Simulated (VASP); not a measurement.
# Sb (Im-3m) in VASP: further runs, part 2 of 3

VASP 6.6.1.

## 4. Single point, LDA

INCAR

```
ALGO     = Normal         # electronic algorithm
EDIFF    = 1E-7           # SCF threshold, eV
ENCUT    = 520            # plane-wave cutoff, eV
ISIF     = 2              # what is computed and relaxed
ISMEAR   = -1             # smearing method
LASPH    = T              # aspherical terms in the spheres
LCHARG   = F              # write CHGCAR
LREAL    = F              # projectors in reciprocal space
LWAVE    = F              # write WAVECAR
NBANDS   = 8              # bands
NELM     = 80             # most SCF steps
PREC     = Accurate       # precision mode
SIGMA    = 0.1            # smearing width, eV
```

KPOINTS

```
k-points
0
Gamma
  6 6 6
```

POSCAR

```
Sb
1.0
   -1.7250000000      1.7250000000      1.7250000000
    1.7250000000     -1.7250000000      1.7250000000
    1.7250000000      1.7250000000     -1.7250000000
Sb
1
Direct
    0.0000000000      0.0000000000      0.0000000000
```

Potentials or basis: VASP PAW LDA potentials, release 64 (Sb).

Run with:

```console
> cat potpaw_LDA.64/Sb/POTCAR > POTCAR
> mpirun -np 1 vasp_std > vasp.out
```

OUTCAR:

```text
EDIFF = 1E-7
   ENCUT = 520
   ISIF = 2
   ISMEAR = -1
   LASPH = T
   LREAL = F
   NELM = 80
   PREC = Accurate

 ion  position               nearest neighbor table
   1  0.000  0.000  0.000-

  LATTYP: Found a body centered cubic cell.
 ALAT       =     3.4500000000

  Lattice vectors:

 A1 = (  -1.7250000000,   1.7250000000,   1.7250000000)
 A2 = (   1.7250000000,  -1.7250000000,   1.7250000000)
 A3 = (   1.7250000000,   1.7250000000,  -1.7250000000)

[... 344 lines left out ...]
      8      30.1520      0.00000

------------------------ aborting loop because EDIFF is reached ----------------------------------------

  FORCE on cell =-STRESS in cart. coord.  units (eV):
  Direction    XX          YY          ZZ          XY          YZ          ZX
  --------------------------------------------------------------------------------------
  -------------------------------------------------------------------------------------
  Total        3.2188281      3.2188281      3.2188281      0.0000000      0.0000000      0.0000000
  in kB      251.1777020    251.1777020    251.1777020      0.0000000      0.0000000      0.0000000
  external PRESSURE =     251.1777020 kB  Pullay stress =       0.0000000 kB

 VOLUME and BASIS-vectors are now :
 -----------------------------------------------------------------------------
  energy-cutoff  :      520.00
  volume of cell :       20.53
      direct lattice vectors                 reciprocal lattice vectors
    -1.725000000  1.725000000  1.725000000     0.000000000  0.289855072  0.289855072
     1.725000000 -1.725000000  1.725000000     0.289855072  0.000000000  0.289855072
     1.725000000  1.725000000 -1.725000000     0.289855072  0.289855072  0.000000000

 POSITION                                       TOTAL-FORCE (eV/Angst)
 -----------------------------------------------------------------------------------
      0.00000      0.00000      0.00000         0.000000      0.000000      0.000000
 -----------------------------------------------------------------------------------
    total drift:                                0.000000     -0.000000      0.000000

  FREE ENERGIE OF THE ION-ELECTRON SYSTEM (eV)
  ---------------------------------------------------
  free  energy   TOTEN  =        -4.2286656110 eV

  energy  without entropy=       -4.1985211758  energy(sigma->0) =       -4.21359339
```

Run time: 1.7 s. Hardware: 1 thread of Intel Xeon 6975P-C (Granite Rapids), shared host; peak memory 0.12 GiB.

Results:

```
Free energy : -4.2287 eV
Pressure    : 25.1 GPa
```

Levels at points of the mesh, in eV from the Fermi level:
```csv
k point,band 1,band 2,band 3,band 4,band 5
"(0.00, 0.00, 0.00)",-14.94,8.22,8.22,8.22,11.66
"(0.50, 0.00, 0.00)",-9.08,-7.08,2.69,4.88,7.63
"(0.50, 0.50, 0.50)",-3.82,-2.32,-2.32,-2.32,2.84
```

Caveat: the k points lie up to 0.43 Å⁻¹ apart; spin-orbit coupling is left out, which moves the levels of the heavy elements.

## 5. Single point, LDA

INCAR

```
SYSTEM = Sb
PREC = Accurate ; ENCUT = 520
EDIFF = 1E-6 ; ISMEAR = -1
SIGMA = 0.1 ; LREAL = .FALSE.
LASPH = .TRUE. ; NELM = 60
ALGO = Normal ; ISIF = 2
LWAVE = .FALSE. ; LCHARG = .TRUE.
GGA = CA ; LELF = .TRUE.
LVHAR = .TRUE. ; NBANDS = 8
```

KPOINTS

```
regular mesh
0
G
  7 7 7
  0 0 0
```

POSCAR is that of step 4.

Potentials or basis: VASP PAW LDA potentials, release 64 (Sb).

Run with:

```console
> cat potpaw_LDA.64/Sb/POTCAR > POTCAR
> mpirun -np 1 vasp_std > vasp.out
```

OUTCAR:

```text
SYSTEM = Sb
   PREC = Accurate
   ENCUT = 520
   EDIFF = 1E-6
   ISMEAR = -1
   LREAL = .FALSE.
   LASPH = .TRUE.
   NELM = 60
   ISIF = 2
   GGA = CA

 ion  position               nearest neighbor table
   1  0.000  0.000  0.000-

  LATTYP: Found a body centered cubic cell.
 ALAT       =     3.4500000000

  Lattice vectors:

 A1 = (  -1.7250000000,   1.7250000000,   1.7250000000)
 A2 = (   1.7250000000,  -1.7250000000,   1.7250000000)
 A3 = (   1.7250000000,   1.7250000000,  -1.7250000000)

Analysis of symmetry for initial positions (statically):
=====================================================================
 Subroutine PRICEL returns:
 Original cell was already a primitive cell.

 Routine SETGRP: Setting up the symmetry group for a
 body centered cubic supercell.

 Subroutine GETGRP returns: Found 48 space group operations
 (whereof 48 operations were pure point group operations)
 out of a pool of 48 trial point group operations.

The static configuration has the point symmetry O_h .

Analysis of symmetry for dynamics (positions and initial velocities):
=====================================================================
 Subroutine PRICEL returns:
 Original cell was already a primitive cell.

 Routine SETGRP: Setting up the symmetry group for a
 body centered cubic supercell.

 Subroutine GETGRP returns: Found 48 space group operations
 (whereof 48 operations were pure point group operations)
 out of a pool of 48 trial point group operations.

The dynamic configuration has the point symmetry O_h .

 Subroutine INISYM returns: Found 48 space group operations
 (whereof 48 operations are pure point group operations),
 and found     1 'primitive' translations

----------------------------------------------------------------------------------------

                                     Primitive cell

  volume of cell :      20.5318

  direct lattice vectors                    reciprocal lattice vectors
    -1.725000000  1.725000000  1.725000000     0.000000000  0.289855072  0.289855072
     1.725000000 -1.725000000  1.725000000     0.289855072  0.000000000  0.289855072
     1.725000000  1.725000000 -1.725000000     0.289855072  0.289855072  0.000000000

  length of vectors
     2.987787643  2.987787643  2.987787643     0.409916975  0.409916975  0.409916975

  position of ions in fractional coordinates (direct lattice)
     0.000000000  0.000000000  0.000000000

  ion indices of the primitive-cell ions
   primitive index   ion index
                 1           1

----------------------------------------------------------------------------------------

 KPOINTS: regular mesh

Automatic generation of k-mesh.
 Grid dimensions read from file:
 generate k-points for:    7    7    7

 Generating k-lattice:

  Cartesian coordinates                     Fractional coordinates (reciprocal lattice)
     0.000000000  0.041407867  0.041407867     0.142857143  0.000000000  0.000000000
     0.041407867  0.000000000  0.041407867     0.000000000  0.142857143  0.000000000
     0.041407867  0.041407867  0.000000000     0.000000000  0.000000000  0.142857143

  Length of vectors
     0.058559568  0.058559568  0.058559568

  Shift w.r.t. Gamma in fractional coordinates (k-lattice)
     0.000000000  0.000000000  0.000000000

 Subroutine IBZKPT returns following result:
 ===========================================

 Found     20 irreducible k-points:

 Following reciprocal coordinates:
            Coordinates               Weight
  0.000000  0.000000  0.000000      1.000000
  0.142857  0.000000  0.000000     12.000000
  0.285714  0.000000  0.000000     12.000000
  0.428571  0.000000  0.000000     12.000000
  0.142857  0.142857  0.000000     24.000000
  0.285714  0.142857  0.000000     48.000000
[... 12 lines left out ...]
 -0.428571 -0.428571  0.285714      8.000000
 -0.428571  0.428571  0.428571      6.000000
   k-points           NKPTS =     20   k-points in BZ     NKDIM =     20   number of bands    NBANDS=      8
   number of dos      NEDOS =    301   number of ions     NIONS =      1
   total plane-waves  NPLWV =  13824
   dimension x,y,z NGX =    24 NGY =   24 NGZ =   24
   dimension x,y,z NGXF=    48 NGYF=   48 NGZF=   48
   ions per type =               1
   NGX,Y,Z   is equivalent  to a cutoff of  13.35, 13.35, 13.35 a.u.
   NGXF,Y,Z  is equivalent  to a cutoff of  26.71, 26.71, 26.71 a.u.
 SYSTEM =  Sb
   PREC   = accura    normal or accurate (medium, high low for compatibility)
   ISTART =      0    job   : 0-new  1-cont  2-samecut
   ICHARG =      2    charge: 1-file 2-atom 10-const
   ISPIN  =      1    spin polarized calculation?
   LNONCOLLINEAR =      F non collinear calculations
   LSORBIT =      F    spin-orbit coupling
   LASPH  =      T    aspherical Exc in radial PAW
   ENCUT  =  520.0 eV  38.22 Ry    6.18 a.u.   5.56  5.56  5.56*2*pi/ulx,y,z
   NELM   =     60;   NELMIN=  2; NELMDL= -5     # of ELM steps
   EDIFF  = 0.1E-05   stopping-criterion for ELM
   LREAL  =      F    real-space projection
   EDIFFG = 0.1E-04   stopping-criterion for IOM
   NSW    =      0    number of steps for IOM
   IBRION =     -1    ionic relax: 0-MD 1-quasi-New 2-CG
   NFREE  =      0    steps in history (QN), initial steepest desc. (CG)
   ISIF   =      2    stress and relaxation
   ISYM   =      2    0-nonsym 1-usesym 2-fastsym
   POTIM  = 0.5000    time-step for ionic-motion
   TEBEG  =    0.0;   TEEND  =   0.0 temperature during run
   PSTRESS=    0.0 pullay stress
   NELECT =       5.0000    total number of electrons
   NUPDOWN=      -1.0000    fix difference up-down
   EMIN   =  10.00;   EMAX   =-10.00  energy-range for DOS
   EFERMI =   0.00;   METHOD = LEGACY
   ISMEAR =    -1;   SIGMA  =   0.10  broadening in eV -4-tet -1-fermi 0-gaus
   EFERMI_NEDOS =   21; number of points for ismear=-14 and -15
   IALGO  =     38    algorithm
   IMIX   =      4    mixing-type and parameters
     AMIX     =   0.40;   BMIX     =  1.00
     AMIX_MAG =   1.60;   BMIX_MAG =  1.00
  volume/ion in A,a.u.               =      20.53       138.56
  Fermi-wavevector in a.u.,A,eV,Ry     =   1.022325  1.931915 14.220113  1.045149
  Thomas-Fermi vector in A             =   2.155998
   LORBIT       =      0    0 simple, 1 ext, 2 COOP (PROOUT), +10 PAW based schemes
   GGA     = CA    functional components
   LHFCALC =     F    Hartree Fock is set to
   AEXX    =    0.0000 exact exchange contribution
   IVDW    =     0    specifies the selected vdW correction
   LEPSILON=     F    determine dielectric tensor
   LRPA    =     F    only Hartree local field effects (RPA)
 non-spin polarized calculation
  energy-cutoff  :      520.00
  volume of cell :       20.53
 maximum number of plane-waves:       563
 NGX is ok and might be reduce to    24
   NGX = 11   NGY = 11   NGZ = 11

 number of electron       5.0000000 magnetization

 Free energy of the ion-electron system (eV)
  ---------------------------------------------------
  ext. energy  EPLUGINS =         0.00000000
  ---------------------------------------------------
  free energy    TOTEN  =        -4.24080377 eV

  energy without entropy =       -4.22302986  energy(sigma->0) =       -4.23191682

 E-fermi :  12.5391     XC(G=0): -11.5765

 val. band max:       12.3832116936   @ k =  -0.2857   0.2857   0.2857
 cond. band min:      12.5604055043   @ k =  -0.2857   0.2857   0.2857
 fundamental gap:      0.1771938107
 Fermi energy:        12.5391352006

 k-point     1 :       0.0000    0.0000    0.0000
  band No.  band energies     occupation
      1      -2.9286      2.00000
      2      20.2327      0.00000
      3      20.2327      0.00000
      4      20.2327      0.00000
      5      23.6721      0.00000
      6      23.6721      0.00000
      7      23.6721      0.00000
      8      24.3768      0.00000
[... 199 lines left out ...]
 k-point    20 :      -0.4286    0.4286    0.4286
  band No.  band energies     occupation
      1       6.3712      2.00000
      2      10.0042      2.00000
      3      10.0042      2.00000
      4      10.4279      2.00000
      5      15.0468      0.00000
      6      16.5578      0.00000
      7      28.7007      0.00000
      8      29.5902      0.00000

------------------------ aborting loop because EDIFF is reached ----------------------------------------

  FORCE on cell =-STRESS in cart. coord.  units (eV):
  Direction    XX          YY          ZZ          XY          YZ          ZX
  --------------------------------------------------------------------------------------
  -------------------------------------------------------------------------------------
  Total        3.2358227      3.2358227      3.2358227     -0.0000000     -0.0000000      0.0000000
  in kB      252.5038572    252.5038572    252.5038572     -0.0000000     -0.0000000      0.0000000
  external PRESSURE =     252.5038572 kB  Pullay stress =       0.0000000 kB

 VOLUME and BASIS-vectors are now :
 -----------------------------------------------------------------------------
  energy-cutoff  :      520.00
  volume of cell :       20.53
      direct lattice vectors                 reciprocal lattice vectors
    -1.725000000  1.725000000  1.725000000     0.000000000  0.289855072  0.289855072
     1.725000000 -1.725000000  1.725000000     0.289855072  0.000000000  0.289855072
     1.725000000  1.725000000 -1.725000000     0.289855072  0.289855072  0.000000000

 POSITION                                       TOTAL-FORCE (eV/Angst)
 -----------------------------------------------------------------------------------
      0.00000      0.00000      0.00000        -0.000000     -0.000000      0.000000
 -----------------------------------------------------------------------------------
    total drift:                                0.000000     -0.000000      0.000000

  FREE ENERGIE OF THE ION-ELECTRON SYSTEM (eV)
  ---------------------------------------------------
  free  energy   TOTEN  =        -4.2408037716 eV

  energy  without entropy=       -4.2230298637  energy(sigma->0) =       -4.23191682
```

stdout:

```text
POSCAR found type information on POSCAR Sb
 POSCAR found :  1 types and       1 ions
 scaLAPACK will be used
 LDA part: xc-table for (Slater(with rela. corr.)+CA(PZ))
 , standard interpolation
 POSCAR, INCAR and KPOINTS ok, starting setup
 FFT: planning ... GRIDC
 FFT: planning ... GRID_SOFT
 FFT: planning ... GRID
 WAVECAR not read
 entering main loop
```

Wall time 2.4 s (1 thread of Intel Xeon 6975P-C (Granite Rapids), shared host); peak memory 0.12 GiB.

What came out:

```yaml
Free_energy: -4.2408 eV
Pressure: 25.3 GPa
```

Levels at points of the mesh, in eV from the Fermi level:
```
           k point  band 1  band 2  band 3  band 4  band 5  band 6
(0.00, 0.00, 0.00)  -15.47    7.69    7.69    7.69   11.13   11.13
```

Caveat: the k points lie up to 0.37 Å⁻¹ apart; spin-orbit coupling is left out, which moves the levels of the heavy elements.

[end of part 2 of 3]
